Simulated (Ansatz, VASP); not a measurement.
Be6Tl in VASP and in Ansatz

Contents of INCAR:

```
PREC = Accurate
ENCUT = 600
EDIFF = 1E-6
ISMEAR = 0
SIGMA = 0.1
LREAL = False
LASPH = True
NELM = 80
ALGO = Normal
ISIF = 3
LWAVE = False
LCHARG = False
GGA = PE
IBRION = 2
NSW = 100
EDIFFG = -0.01
```

The input KPOINTS:

```
Automatic mesh
0
Gamma
  8 8 8
```

POSCAR

```
Be6Tl
1.0
    4.7168348022      0.0000000000      0.0000000000
    0.0000000000      4.7168348022      0.0000000000
    0.0000000000      0.0000000000      4.7168348022
Be Tl
6 1
Direct
    0.0000000000      0.5000000000      0.5000000000
    0.5000000000      0.0000000000      0.5000000000
    0.5000000000      0.5000000000      0.0000000000
    0.5000000000      0.0000000000      0.0000000000
    0.0000000000      0.5000000000      0.0000000000
    0.0000000000      0.0000000000      0.5000000000
    0.0000000000      0.0000000000      0.0000000000
```

Input for Ansatz:

```yaml
crystal:
  lattice:
    - [4.7168348022, 0.0, 0.0]
    - [0.0, 4.7168348022, 0.0]
    - [0.0, 0.0, 4.7168348022]
  atoms:
    - { symbol: Be, position: [0.0, 0.5, 0.5] }
    - { symbol: Be, position: [0.5, 0.0, 0.5] }
    - { symbol: Be, position: [0.5, 0.5, 0.0] }
    - { symbol: Be, position: [0.5, 0.0, 0.0] }
    - { symbol: Be, position: [0.0, 0.5, 0.0] }
    - { symbol: Be, position: [0.0, 0.0, 0.5] }
    - { symbol: Tl, position: [0.0, 0.0, 0.0] }
basis:
  ecutwfc: 420
kpoints:
  mp_grid: { grid: [8, 8, 8] }
hamiltonian:
  xc: pbe
scf:
  occupations: { method: gaussian, width: 0.1 }
output:
  forces: true
  stress: true
  eigenvalues: true
  write_density: true
  write_potential: true
  elf: true
  volumetric_format: npy
relax:
  adjacent_minimum: "off"
  f_tol: 0.01
  max_steps: 80
  cell: { stress_tol: 0.05 }
```

Alike in both runs: task relaxation of cell and atoms; functional PBE; k mesh 8 × 8 × 8; occupations gaussian, width 0.1 eV; no spin polarisation.

|  | VASP | Ansatz |
| --- | --- | --- |
| version | VASP 6.6.1 | Ansatz 0.2.0 |
| potentials or method | VASP PAW PBE potentials, release 64 (Be, Tl_d), cutoff 600 eV | scalar-relativistic, plane waves, PAW |
| valence electrons in the cell | 25 | 25 |

Ansatz gave:

| Item | Value |
| --- | --- |
| gap on the k mesh at the Fermi level, each at its own relaxed structure (eV) | none |
| relaxed volume (Å³/atom) | 15.18 |
| relaxed cell length with the largest relative difference (Å) | 4.736 |

Q: What did VASP give for the same quantities?

A: gap on the k mesh at the Fermi level, each at its own relaxed structure (eV): none; relaxed volume (Å³/atom): 15.17; relaxed cell length with the largest relative difference (Å): 4.736.

A gap of «none» marks a metal or a gap that the smearing closes.

Neither program's run includes spin-orbit coupling.
